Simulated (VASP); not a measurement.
# TaN (P-6m2) in VASP: further runs

Runs on TaN. Level: r2SCAN. Tasks: relaxation of cell and atoms, relaxation of the atoms.

Everything below comes from runs of VASP 6.6.1. Logs are shortened: lines on timing, memory, paths and dates and some standing lists are left out, and cuts for length are marked.

**1. The cell of the first run**

Symmetry: P-6m2, No. 187, hexagonal system. Conventional cell: a = 2.938 Å, b = 2.938 Å, c = 2.883 Å, α = 90.00°, β = 90.00°, γ = 120.00°. Within 3.0 Å of Ta (site symmetry -6m2) lie 6 N at 2.23 Å and 8 Ta at 2.88 to 2.94 Å. Within 3.0 Å of N (site symmetry -6m2) lie 6 Ta at 2.23 Å and 8 N at 2.88 to 2.94 Å.

**2. Relaxation of cell and atoms, r2SCAN**

Input file POSCAR:

```
TaN
1.0
    2.9380000000      0.0000000000      0.0000000000
   -1.4690000000      2.5443826400      0.0000000000
    0.0000000000      0.0000000000      2.8830000000
Ta N
1 1
Direct
    0.3333333300      0.6666666700      0.5000000000
    0.0000000000      0.0000000000      0.0000000000
```

Input file INCAR.step1:

```
SYSTEM = TaN
ALGO     = Normal         ! electronic algorithm
EDIFF    = 1E-4           ! SCF threshold, eV
ENCUT    = 600            ! plane-wave cutoff, eV
GGA      = PE             ! functional
ISMEAR   = -1             ! smearing method
LASPH    = .True.         ! aspherical terms in the spheres
LCHARG   = .False.        ! write CHGCAR
LREAL    = .False.        ! projectors in reciprocal space
LWAVE    = .True.         ! write WAVECAR
NELM     = 60             ! most SCF steps
PREC     = Accurate       ! precision mode
SIGMA    = 0.1            ! smearing width, eV
```

Input file INCAR.step2:

```
SYSTEM = TaN
ALGO     = Normal         ! electronic algorithm
EDIFF    = 1E-6           ! SCF threshold, eV
EDIFFG   = -0.01          ! ionic threshold
ENCUT    = 600            ! plane-wave cutoff, eV
IBRION   = 2              ! ionic algorithm
ISIF     = 3              ! what is computed and relaxed
ISMEAR   = -1             ! smearing method
ISTART   = 1            
LASPH    = .True.         ! aspherical terms in the spheres
LCHARG   = .False.        ! write CHGCAR
LMIXTAU  = .True.       
LREAL    = .False.        ! projectors in reciprocal space
LWAVE    = .False.        ! write WAVECAR
METAGGA  = R2SCAN         ! meta-GGA
NELM     = 60             ! most SCF steps
NSW      = 80             ! ionic steps
PREC     = Accurate       ! precision mode
SIGMA    = 0.1            ! smearing width, eV
```

Input file KPOINTS:

```
k-points
0
Gamma
  12 12 11
  0 0 0
```

Potentials or basis: VASP PAW PBE potentials, release 64 (Ta_pv, N).

On the command line:

```
$ cat potpaw_PBE.64/Ta_pv/POTCAR potpaw_PBE.64/N/POTCAR > POTCAR
$ cp INCAR.step1 INCAR
$ mpirun -np 1 vasp_std > vasp.out
$ cp INCAR.step2 INCAR
$ mpirun -np 1 vasp_std > vasp.out
```

OUTCAR:

```text
SYSTEM = TaN
   EDIFF = 1E-6
   EDIFFG = -0.01
   ENCUT = 600
   IBRION = 2
   ISIF = 3
   ISMEAR = -1
   ISTART = 1
   LASPH = .True.
   LREAL = .False.
   METAGGA = R2SCAN
   NELM = 60
   NSW = 80
   PREC = Accurate

 ion  position               nearest neighbor table
   1  0.333  0.667  0.500-   2 2.23   2 2.23   2 2.23   2 2.23   2 2.23   2 2.23
   2  0.000  0.000  0.000-   1 2.23   1 2.23   1 2.23   1 2.23   1 2.23   1 2.23

  LATTYP: Found a hexagonal cell.
 ALAT       =     2.9380000000
 C/A-ratio  =     0.9812797822

  Lattice vectors:

 A1 = (   2.9380000000,   0.0000000000,   0.0000000000)
 A2 = (  -1.4690000000,   2.5443826400,   0.0000000000)
 A3 = (   0.0000000000,   0.0000000000,   2.8830000000)

Analysis of symmetry for initial positions (statically):
=====================================================================
 Subroutine PRICEL returns:
 Original cell was already a primitive cell.

 Routine SETGRP: Setting up the symmetry group for a
 hexagonal supercell.

 Subroutine GETGRP returns: Found 12 space group operations
 (whereof 12 operations were pure point group operations)
 out of a pool of 24 trial point group operations.

The static configuration has the point symmetry D_3h.

Analysis of symmetry for dynamics (positions and initial velocities):
=====================================================================
 Subroutine PRICEL returns:
 Original cell was already a primitive cell.

 Routine SETGRP: Setting up the symmetry group for a
 hexagonal supercell.

 Subroutine GETGRP returns: Found 12 space group operations
 (whereof 12 operations were pure point group operations)
 out of a pool of 24 trial point group operations.

The dynamic configuration has the point symmetry D_3h.

 Subroutine INISYM returns: Found 12 space group operations
 (whereof 12 operations are pure point group operations),
 and found     1 'primitive' translations

----------------------------------------------------------------------------------------

                                     Primitive cell

  volume of cell :      21.5516

  direct lattice vectors                    reciprocal lattice vectors
     2.938000000  0.000000000  0.000000000     0.340367597  0.196511323  0.000000000
    -1.469000000  2.544382640  0.000000000     0.000000000  0.393022647  0.000000000
     0.000000000  0.000000000  2.883000000     0.000000000  0.000000000  0.346860909

  length of vectors
     2.938000000  2.938000003  2.883000000     0.393022647  0.393022647  0.346860909

  position of ions in fractional coordinates (direct lattice)
     0.333333330  0.666666670  0.500000000
     0.000000000  0.000000000  0.000000000

  ion indices of the primitive-cell ions
   primitive index   ion index
                 1           1
                 2           2

----------------------------------------------------------------------------------------

 KPOINTS: k-points

Automatic generation of k-mesh.
 Grid dimensions read from file:
 generate k-points for:   12   12   11

 Generating k-lattice:

  Cartesian coordinates                     Fractional coordinates (reciprocal lattice)
     0.028363966  0.016375944  0.000000000     0.083333333  0.000000000  0.000000000
     0.000000000  0.032751887  0.000000000     0.000000000  0.083333333  0.000000000
     0.000000000  0.000000000  0.031532810     0.000000000  0.000000000  0.090909091

  Length of vectors
     0.032751887  0.032751887  0.031532810

  Shift w.r.t. Gamma in fractional coordinates (k-lattice)
     0.000000000  0.000000000  0.000000000

 Subroutine IBZKPT returns following result:
 ===========================================

 Found    114 irreducible k-points:

 Following reciprocal coordinates:
            Coordinates               Weight
  0.000000  0.000000  0.000000      1.000000
  0.083333 -0.000000  0.000000      6.000000
  0.166667 -0.000000  0.000000      6.000000
  0.250000 -0.000000  0.000000      6.000000
  0.333333 -0.000000  0.000000      6.000000
  0.416667 -0.000000  0.000000      6.000000
[... 16 lines left out ...]
  0.250000 -0.000000  0.090909     12.000000
  0.333333 -0.000000  0.090909     12.000000
 [... further k-points ...]
   k-points           NKPTS =    114   k-points in BZ     NKDIM =    114   number of bands    NBANDS=     12
   number of dos      NEDOS =    301   number of ions     NIONS =      2
   total plane-waves  NPLWV =  13824
   dimension x,y,z NGX =    24 NGY =   24 NGZ =   24
   dimension x,y,z NGXF=    48 NGYF=   48 NGZF=   48
   ions per type =               1   1
   NGX,Y,Z   is equivalent  to a cutoff of  13.58, 13.58, 13.84 a.u.
   NGXF,Y,Z  is equivalent  to a cutoff of  27.16, 27.16, 27.68 a.u.
 SYSTEM =  TaN
   PREC   = accura    normal or accurate (medium, high low for compatibility)
   ISTART =      1    job   : 0-new  1-cont  2-samecut
   ICHARG =      0    charge: 1-file 2-atom 10-const
   ISPIN  =      1    spin polarized calculation?
   LNONCOLLINEAR =      F non collinear calculations
   LSORBIT =      F    spin-orbit coupling
   LASPH  =      T    aspherical Exc in radial PAW
   ENCUT  =  600.0 eV  44.10 Ry    6.64 a.u.   5.87  5.87  5.76*2*pi/ulx,y,z
   NELM   =     60;   NELMIN=  2; NELMDL=  0     # of ELM steps
   EDIFF  = 0.1E-05   stopping-criterion for ELM
   LREAL  =      F    real-space projection
   EDIFFG = -.1E-01   stopping-criterion for IOM
   NSW    =     80    number of steps for IOM
   IBRION =      2    ionic relax: 0-MD 1-quasi-New 2-CG
   NFREE  =      1    steps in history (QN), initial steepest desc. (CG)
   ISIF   =      3    stress and relaxation
   ISYM   =      2    0-nonsym 1-usesym 2-fastsym
   POTIM  = 0.5000    time-step for ionic-motion
   TEBEG  =    0.0;   TEEND  =   0.0 temperature during run
   PSTRESS=    0.0 pullay stress
   NELECT =      16.0000    total number of electrons
   NUPDOWN=      -1.0000    fix difference up-down
   EMIN   =  10.00;   EMAX   =-10.00  energy-range for DOS
   EFERMI =   0.00;   METHOD = LEGACY
   ISMEAR =    -1;   SIGMA  =   0.10  broadening in eV -4-tet -1-fermi 0-gaus
   EFERMI_NEDOS =   21; number of points for ismear=-14 and -15
   IALGO  =     38    algorithm
   IMIX   =      4    mixing-type and parameters
     AMIX     =   0.40;   BMIX     =  1.00
     AMIX_MAG =   1.60;   BMIX_MAG =  1.00
  volume/ion in A,a.u.               =      10.78        72.72
  Fermi-wavevector in a.u.,A,eV,Ry     =   1.482365  2.801264 29.897531  2.197407
  Thomas-Fermi vector in A             =   2.596160
   LORBIT       =      0    0 simple, 1 ext, 2 COOP (PROOUT), +10 PAW based schemes
   METAGGA = R2SCAN    functional components
   LHFCALC =     F    Hartree Fock is set to
   AEXX    =    0.0000 exact exchange contribution
   IVDW    =     0    specifies the selected vdW correction
   LEPSILON=     F    determine dielectric tensor
   LRPA    =     F    only Hartree local field effects (RPA)
 conjugate gradient relaxation of ions
 non-spin polarized calculation
  energy-cutoff  :      600.00
  volume of cell :       21.55
 maximum number of plane-waves:       732
 NGX is ok and might be reduce to    24
   NGX = 11   NGY = 11   NGZ = 11

--------------------------------------- Ionic step        1  -------------------------------------------

 number of electron      16.0000001 magnetization

 Free energy of the ion-electron system (eV)
  ---------------------------------------------------
  ext. energy  EPLUGINS =         0.00000000
  ---------------------------------------------------
  free energy    TOTEN  =       -60.39730536 eV

  energy without entropy =      -60.39511766  energy(sigma->0) =      -60.39621151

------------------------ aborting loop because EDIFF is reached ----------------------------------------

  FORCE on cell =-STRESS in cart. coord.  units (eV):
  Direction    XX          YY          ZZ          XY          YZ          ZX
  --------------------------------------------------------------------------------------
  -------------------------------------------------------------------------------------
  Total        0.1452661      0.1452661      0.2810410      0.0000000      0.0000000     -0.0000000
  in kB       10.7993067     10.7993068     20.8930326      0.0000000      0.0000000     -0.0000000
  external PRESSURE =      14.1638820 kB  Pullay stress =       0.0000000 kB
[... 57 lines left out ...]
  energy  without entropy=      -60.3929573061  energy(sigma->0) =      -60.39404259

--------------------------------------- Ionic step        3  -------------------------------------------

 number of electron      16.0000001 magnetization

 Free energy of the ion-electron system (eV)
  ---------------------------------------------------
  ext. energy  EPLUGINS =         0.00000000
  ---------------------------------------------------
  free energy    TOTEN  =       -60.39772046 eV

  energy without entropy =      -60.39553814  energy(sigma->0) =      -60.39662930

 E-fermi :   8.1903     XC(G=0): -14.3236

 val. band max:        8.1264476683   @ k =   0.0000   0.0000   0.2727
 cond. band min:       8.2083332446   @ k =   0.3333   0.3333   0.0000
 fundamental gap:      0.0818855763
 Fermi energy:         8.1902981157

 k-point     1 :       0.0000    0.0000    0.0000
  band No.  band energies     occupation
      1     -27.9775      2.00000
      2     -27.7161      2.00000
      3     -27.7161      2.00000
      4     -10.6007      2.00000
      5       3.3737      2.00000
      6       3.3737      2.00000
      7       3.7976      2.00000
      8       5.0305      2.00000
      9      10.6419      0.00000
     10      11.9070      0.00000
     11      11.9070      0.00000
     12      12.3821      0.00000
[... 331 lines left out ...]
 k-point    24 :       0.3333   -0.0000    0.0909
  band No.  band energies     occupation
      1     -28.5129      2.00000
      2     -27.9386      2.00000
      3     -27.8878      2.00000
      4      -8.8901      2.00000
      5       0.3269      2.00000
      6       2.9488      2.00000
      7       4.3267      2.00000
      8       5.2697      2.00000
      9      10.9338      0.00000
     10      11.3580      0.00000
     11      13.0909      0.00000
     12      13.2855      0.00000

 [... further k-points ...]

------------------------ aborting loop because EDIFF is reached ----------------------------------------

  FORCE on cell =-STRESS in cart. coord.  units (eV):
  Direction    XX          YY          ZZ          XY          YZ          ZX
  --------------------------------------------------------------------------------------
  -------------------------------------------------------------------------------------
  Total       -0.0139078     -0.0139078      0.0170649      0.0000000      0.0000000      0.0000000
  in kB       -1.0298981     -1.0298981      1.2636838      0.0000000      0.0000000      0.0000000
  external PRESSURE =      -0.2653708 kB  Pullay stress =       0.0000000 kB
[... 17 lines left out ...]
  FREE ENERGIE OF THE ION-ELECTRON SYSTEM (eV)
  ---------------------------------------------------
  free  energy   TOTEN  =       -60.3977204556 eV

  energy  without entropy=      -60.3955381368  energy(sigma->0) =      -60.39662930

 reached required accuracy - stopping structural energy minimisation
```

Run time: 85 s. Hardware: 1 thread of Intel Xeon 6975P-C (Granite Rapids), shared host; peak memory 0.18 GiB.

Results:

| Item | Value |
| --- | --- |
| Free energy | -60.3977 eV |
| Relaxed volume | 10.82 Å³/atom |
| Relaxed cell | a = 2.941 Å, b = 2.941 Å, c = 2.889 Å, α = 90.00°, β = 90.00°, γ = 120.00° |
| Space group after relaxing (to 0.1 Å) | P-6m2 (No. 187) |
| Energy gained by relaxing | 0.2 meV/atom |
| Ionic steps | 3 |
| Pressure after relaxing | 0.0 GPa |
| Band gap on the k mesh | zero (bands 8 and 9 overlap by 0.21 eV) |

Stress tensor (GPa, compression positive):
```
-0.10  0.00  0.00
 0.00 -0.10  0.00
 0.00  0.00  0.13
```

The path:
```csv
step,energy change (eV),largest force (eV/Å),pressure (GPa),volume (Å³)
1,0.0000,0.0000,1.42,21.55
2,0.0022,0.0000,-3.56,21.85
3,-0.0004,0.0000,-0.03,21.64
```

Final structure:
```yaml
crystal:
  lattice:
    - [2.94092, 0.00000, 0.00000]
    - [-1.47046, 2.54691, 0.00000]
    - [0.00000, 0.00000, 2.88854]
  atoms:
    - { symbol: Ta, position: [0.33333, 0.66667, 0.50000] }
    - { symbol: N, position: [0.00000, 0.00000, 0.00000] }
```

Caveat: the PAW data sets were made with another functional, which shifts forces and pressure a little; spin-orbit coupling is left out, which moves the levels of the heavy elements. Zero-point motion and thermal expansion aren't in these numbers.

(Part 1 of 2 ends here.)
